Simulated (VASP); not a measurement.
# ScAl4N (R3m) in VASP: further runs, part 2 of 2

VASP 6.6.1.

## (3) Single point, PBE, collinear spin, ferromagnetic start

INCAR reads:

```
  ALGO = Normal
  EDIFF = 1E-6
  ENCUT = 520
  GGA = PE
  ISIF = 2
  ISMEAR = 0
  ISPIN = 2
  LASPH = T
  LCHARG = F
  LMAXMIX = 4
  LORBIT = 11
  LREAL = F
  LWAVE = F
  MAGMOM = 0 0 0 0 0 1
  NBANDS = 27
  NELM = 150
  PREC = Accurate
  SIGMA = 0.1
```

KPOINTS reads:

```
k-points
0
Gamma
  6 6 6
```

POSCAR reads:

```
ScAl4N
1.0
    2.4487124400      1.4137647900      4.3024211500
   -2.4487124400      1.4137647900      4.3024211500
    0.0000000000     -2.8275295700      4.3024211500
Sc Al N
1 4 1
Direct
    0.0002918800      0.0002918800      0.0002918800
    0.3691721000      0.8675298100      0.3691721000
    0.3691721000      0.3691721000      0.8675298100
    0.8675298100      0.3691721000      0.3691721000
    0.7721425900      0.7721425900      0.7721425900
    0.3716915200      0.3716915200      0.3716915200
```

Potentials or basis: VASP PAW PBE potentials, release 64 (Sc_sv, Al, N).

Started as:

```console
> cat potpaw_PBE.64/Sc_sv/POTCAR potpaw_PBE.64/Al/POTCAR potpaw_PBE.64/N/POTCAR > POTCAR
> mpirun -np 1 vasp_std > vasp.out
```

OUTCAR:

```text
EDIFF = 1E-6
   ENCUT = 520
   GGA = PE
   ISIF = 2
   ISMEAR = 0
   ISPIN = 2
   LASPH = T
   LORBIT = 11
   LREAL = F
   NELM = 150
   PREC = Accurate

 ion  position               nearest neighbor table
   1  0.000  0.000  0.000-   5 2.94   4 2.96   2 2.96   3 2.96   2 2.98   4 2.98   3 2.98   3 2.98
                             2 2.98   4 2.98   5 3.14   5 3.14   5 3.14
   2  0.369  0.868  0.369-   4 2.44   3 2.44   4 2.46   3 2.46   6 2.54   5 2.75   5 2.75   1 2.96
                             1 2.98   1 2.98
   3  0.369  0.369  0.868-   2 2.44   4 2.44   2 2.46   4 2.46   6 2.54   5 2.75   5 2.75   1 2.96
                             1 2.98   1 2.98
   4  0.868  0.369  0.369-   2 2.44   3 2.44   2 2.46   3 2.46   6 2.54   5 2.75   5 2.75   1 2.96
                             1 2.98   1 2.98
   5  0.772  0.772  0.772-   2 2.75   4 2.75   3 2.75   3 2.75   2 2.75   4 2.75   1 2.94   1 3.14
                             1 3.14   1 3.14
   6  0.372  0.372  0.372-   3 2.54   2 2.54   4 2.54

  LATTYP: Found a trigonal (rhomboedric) cell.
 ALAT       =     5.1483736507
 COS(alpha) =     0.5475553541

  Lattice vectors:

 A1 = (   2.4487124400,   1.4137647900,   4.3024211500)
 A2 = (  -2.4487124400,   1.4137647900,   4.3024211500)
 A3 = (   0.0000000000,  -2.8275295700,   4.3024211500)

Analysis of symmetry for initial positions (statically):
=====================================================================
 Subroutine PRICEL returns:
 Original cell was already a primitive cell.

 Routine SETGRP: Setting up the symmetry group for a
 trigonal (rhombohedral) supercell.

 Subroutine GETGRP returns: Found  6 space group operations
 (whereof  6 operations were pure point group operations)
 out of a pool of 12 trial point group operations.

The static configuration has the point symmetry C_3v.

Analysis of symmetry for dynamics (positions and initial velocities):
=====================================================================
 Subroutine PRICEL returns:
 Original cell was already a primitive cell.

 Routine SETGRP: Setting up the symmetry group for a
 trigonal (rhombohedral) supercell.

 Subroutine GETGRP returns: Found  6 space group operations
 (whereof  6 operations were pure point group operations)
 out of a pool of 12 trial point group operations.

The dynamic configuration has the point symmetry C_3v.

Analysis of structural, dynamic, and magnetic symmetry:
=====================================================================
 Subroutine PRICEL returns:
 Original cell was already a primitive cell.

 Routine SETGRP: Setting up the symmetry group for a
 trigonal (rhombohedral) supercell.

 Subroutine GETGRP returns: Found  6 space group operations
 (whereof  6 operations were pure point group operations)
 out of a pool of 12 trial point group operations.

The overall configuration has the point symmetry C_3v.

 Subroutine INISYM returns: Found  6 space group operations
 (whereof  6 operations are pure point group operations),
 and found     1 'primitive' translations

----------------------------------------------------------------------------------------

                                     Primitive cell

  volume of cell :      89.3674

  direct lattice vectors                    reciprocal lattice vectors
     2.448712440  1.413764790  4.302421150     0.204188941  0.117888540  0.077475756
[... 103 lines left out ...]
   TEBEG  =    0.0;   TEEND  =   0.0 temperature during run
   PSTRESS=    0.0 pullay stress
   NELECT =      28.0000    total number of electrons
   NUPDOWN=      -1.0000    fix difference up-down
   EMIN   =  10.00;   EMAX   =-10.00  energy-range for DOS
   EFERMI =   0.00;   METHOD = LEGACY
   ISMEAR =     0;   SIGMA  =   0.10  broadening in eV -4-tet -1-fermi 0-gaus
   EFERMI_NEDOS =   21; number of points for ismear=-14 and -15
   IALGO  =     38    algorithm
   IMIX   =      4    mixing-type and parameters
     AMIX     =   0.40;   BMIX     =  1.00
     AMIX_MAG =   1.60;   BMIX_MAG =  1.00
  volume/ion in A,a.u.               =      14.89       100.51
  Fermi-wavevector in a.u.,A,eV,Ry     =   1.111905  2.101196 16.821337  1.236333
  Thomas-Fermi vector in A             =   2.248474
   LORBIT       =     11    0 simple, 1 ext, 2 COOP (PROOUT), +10 PAW based schemes
   GGA     = PE    functional components
   LHFCALC =     F    Hartree Fock is set to
   AEXX    =    0.0000 exact exchange contribution
   IVDW    =     0    specifies the selected vdW correction
   LEPSILON=     F    determine dielectric tensor
   LRPA    =     F    only Hartree local field effects (RPA)
 spin polarized calculation
 Gauss-broadening in eV      SIGMA  =   0.10
  energy-cutoff  :      520.00
  volume of cell :       89.37
 maximum number of plane-waves:      2428
 NGX is ok and might be reduce to    40
   NGX = 19   NGY = 19   NGZ = 19

 number of electron      28.0000000 magnetization      -0.0002393

 number of electron      28.0000000 magnetization       0.0000365

 Free energy of the ion-electron system (eV)
  ---------------------------------------------------
  ext. energy  EPLUGINS =         0.00000000
  ---------------------------------------------------
  free energy    TOTEN  =       -27.73149922 eV

  energy without entropy =      -27.71686260  energy(sigma->0) =      -27.72418091

 E-fermi :   7.5052     XC(G=0): -10.6087

 val. band max:        7.4995464865   @ k =   0.3333   0.0000  -0.0000
 cond. band min:       7.5116058742   @ k =   0.5000   0.3333   0.3333
 fundamental gap:      0.0120593877
 Fermi energy:         7.5052290356

 spin component 1

 k-point     1 :       0.0000    0.0000    0.0000
  band No.  band energies     occupation
      1     -42.0363      1.00000
      2     -20.7030      1.00000
      3     -20.6977      1.00000
      4     -20.6977      1.00000
      5      -6.5885      1.00000
      6      -1.5834      1.00000
[... 685 lines left out ...]
     25      13.7159      0.00000
     26      14.0253      0.00000

 [... further k-points ...]

 spin component 2

 k-point     1 :       0.0000    0.0000    0.0000
  band No.  band energies     occupation
      1     -42.0363      1.00000
      2     -20.7030      1.00000
      3     -20.6977      1.00000
      4     -20.6977      1.00000
      5      -6.5885      1.00000
      6      -1.5834      1.00000
[... 685 lines left out ...]
     25      13.7159      0.00000
     26      14.0253      0.00000

 [... further k-points ...]

 [bands above 26 left out]

------------------------ aborting loop because EDIFF is reached ----------------------------------------

  FORCE on cell =-STRESS in cart. coord.  units (eV):
  Direction    XX          YY          ZZ          XY          YZ          ZX
  --------------------------------------------------------------------------------------
  -------------------------------------------------------------------------------------
  Total        8.4294106      8.4294106     -4.6105707      0.0000000     -0.0000000      0.0000000
  in kB      151.1223416    151.1223417    -82.6582402      0.0000000     -0.0000001      0.0000000
  external PRESSURE =      73.1954811 kB  Pullay stress =       0.0000000 kB

 VOLUME and BASIS-vectors are now :
 -----------------------------------------------------------------------------
  energy-cutoff  :      520.00
  volume of cell :       89.37
      direct lattice vectors                 reciprocal lattice vectors
     2.448712440  1.413764790  4.302421150     0.204188941  0.117888540  0.077475756
    -2.448712440  1.413764790  4.302421150    -0.204188941  0.117888540  0.077475756
     0.000000000 -2.827529570  4.302421150     0.000000000 -0.235777080  0.077475757

 POSITION                                       TOTAL-FORCE (eV/Angst)
 -----------------------------------------------------------------------------------
      0.00000      0.00000      0.00377         0.000000      0.000000      0.375936
     -1.22033      0.70456      6.90915         0.075602     -0.043649      0.185117
      0.00000     -1.40912      6.90915         0.000000      0.087298      0.185117
      1.22033      0.70456      6.90915        -0.075602     -0.043649      0.185117
      0.00000      0.00000      9.96625         0.000000     -0.000000     -0.772131
      0.00000      0.00000      4.79752         0.000000     -0.000000     -0.159155
 -----------------------------------------------------------------------------------
    total drift:                                0.000000      0.000000      0.000666

  FREE ENERGIE OF THE ION-ELECTRON SYSTEM (eV)
  ---------------------------------------------------
  free  energy   TOTEN  =       -27.7314992154 eV

  energy  without entropy=      -27.7168625961  energy(sigma->0) =      -27.72418091

 total charge

# of ion       s       p       d       tot
------------------------------------------
    1        2.191   6.129   1.115   9.436
    2        0.443   0.420   0.000   0.863
    3        0.443   0.420   0.000   0.863
    4        0.443   0.420   0.000   0.863
    5        0.468   0.312   0.000   0.779
    6        1.329   2.103   0.000   3.432
--------------------------------------------------
tot          5.316   9.806   1.115  16.237

 magnetization (x)

# of ion       s       p       d       tot
------------------------------------------
    1       -0.000  -0.000  -0.000  -0.000
    2        0.000  -0.000   0.000  -0.000
    3        0.000  -0.000   0.000  -0.000
    4        0.000  -0.000   0.000  -0.000
    5        0.000  -0.000   0.000   0.000
    6       -0.000   0.000   0.000  -0.000
--------------------------------------------------
tot         -0.000  -0.000  -0.000  -0.000
```

Run time: 1.9 min. Hardware: 1 thread of Intel Xeon 6975P-C (Granite Rapids), shared host; peak memory 0.35 GiB.

What came out:

```
Free energy                                           : -27.7315 eV
Pressure                                              : 7.3 GPa
Largest force                                         : 0.772 eV/Å
Band gap on the k mesh                                : zero (filled and empty bands overlap)
Net moment                                            : 0.00 μB per cell
Valence electrons inside the program's atomic spheres : Sc 9.44; Al 0.86, 0.78 (each value once); N 3.43
```

Forces on the atoms (eV/Å):
```
Sc   0.000  0.000  0.376
Al   0.076 -0.044  0.185
Al   0.000  0.087  0.185
Al  -0.076 -0.044  0.185
Al   0.000  0.000 -0.772
N    0.000  0.000 -0.159
```

Levels at points of the mesh, in eV from the Fermi level:
Spin up:
```csv
k point,band 12,band 13,band 14,band 15,band 16,band 17
"(0.00, 0.00, 0.00)",-2.49,-1.96,-1.50,-1.50,-0.20,1.87
"(0.50, 0.00, 0.00)",-2.00,-1.33,0.16,0.32,1.58,1.74
"(0.50, 0.50, 0.00)",-1.30,-0.82,-0.02,0.37,1.29,1.40
"(0.50, 0.50, 0.50)",-2.81,-1.97,-0.56,-0.07,-0.07,1.02
```
Spin down:
| k point | band 11 | band 12 | band 13 | band 14 | band 15 | band 16 | band 17 | band 18 |
| --- | --- | --- | --- | --- | --- | --- | --- | --- |
| (0.00, 0.00, 0.00) | -2.49 | -2.49 | -1.96 | -1.50 | -1.50 | -0.20 | 1.87 | 1.87 |
| (0.50, 0.00, 0.00) | -3.23 | -2.00 | -1.33 | 0.16 | 0.32 | 1.58 | 1.74 | 2.60 |
| (0.50, 0.50, 0.00) | -1.68 | -1.30 | -0.82 | -0.02 | 0.37 | 1.29 | 1.40 | 1.73 |
| (0.50, 0.50, 0.50) | -2.81 | -2.81 | -1.97 | -0.56 | -0.07 | -0.07 | 1.02 | 1.02 |

Caveat: the cell stands under pressure.
